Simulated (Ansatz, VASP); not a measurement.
One calculation of LiH, two programs

POSCAR

```
LiH
1.0
    0.0000000000      2.0092229770      2.0092229770
    2.0092229770      0.0000000000      2.0092229770
    2.0092229770      2.0092229770      0.0000000000
Li H
1 1
Direct
    0.0000000000      0.0000000000      0.0000000000
    0.5000000000      0.5000000000      0.5000000000
```

File INCAR.step1:

```
SYSTEM = LiH
PREC = Accurate
ENCUT = 520
EDIFF = 1E-5
ISMEAR = -1
SIGMA = 0.05
LREAL = .FALSE.
LASPH = .TRUE.
NELM = 100
ALGO = Normal
ISIF = 2
LWAVE = .TRUE.
LCHARG = .FALSE.
GGA = PE
NBANDS = 9
```

File INCAR.step2:

```
SYSTEM = LiH
PREC = Accurate
ENCUT = 520
EDIFF = 1E-6
ISMEAR = -1
SIGMA = 0.05
LREAL = .FALSE.
LASPH = .TRUE.
NELM = 100
ALGO = Normal
ISIF = 2
LWAVE = .FALSE.
LCHARG = .FALSE.
GGA = PE
LHFCALC = .TRUE.
AEXX = 0.25
PRECFOCK = Normal
ISTART = 1
NBANDS = 9
```

KPOINTS

```
regular mesh
0
G
  6 6 6
  0 0 0
```

Contents of input:

```
crystal:
  lattice:
    - [0.0, 2.009222977, 2.009222977]
    - [2.009222977, 0.0, 2.009222977]
    - [2.009222977, 2.009222977, 0.0]
  atoms:
    - { symbol: Li, position: [0.0, 0.0, 0.0] }
    - { symbol: H, position: [0.5, 0.5, 0.5] }
hamiltonian:
  xc: pbe0
  pseudopotentials: { kind: paw }
kpoints:
  mp_grid: { grid: [6, 6, 6] }
scf:
  occupations: { method: fermi_dirac, width: 0.05 }
output:
  forces: true
  stress: true
  eigenvalues: true
  write_density: true
  write_potential: true
  elf: true
  volumetric_format: npy
```

Alike in both runs: task single point; functional PBE0; k mesh 6 × 6 × 6; occupations fermi-dirac, width 0.05 eV; no spin polarisation.

|  | VASP | Ansatz |
| --- | --- | --- |
| version | VASP 6.6.1 | Ansatz 0.2.0 |
| potentials or method | VASP PAW PBE potentials, release 64 (Li_sv, H) | Ansatz PAW |
| plane-wave cutoff (eV) | 520 | 420 |
| valence electrons in the cell | 4 | 4 |

|  | VASP | Ansatz | Ansatz less VASP |
| --- | --- | --- | --- |
| gap on the k mesh at the Fermi level (eV) | 4.71 | 4.68 | -0.030 |
| least direct gap on the mesh (eV) | 4.71 | 4.68 | -0.030 |

The k mesh is coarse, so the values compare programs but aren't converged. Noted on VASP's run: the cutoff is under 1.25 times that of the potentials, so the pressure is a little rough.
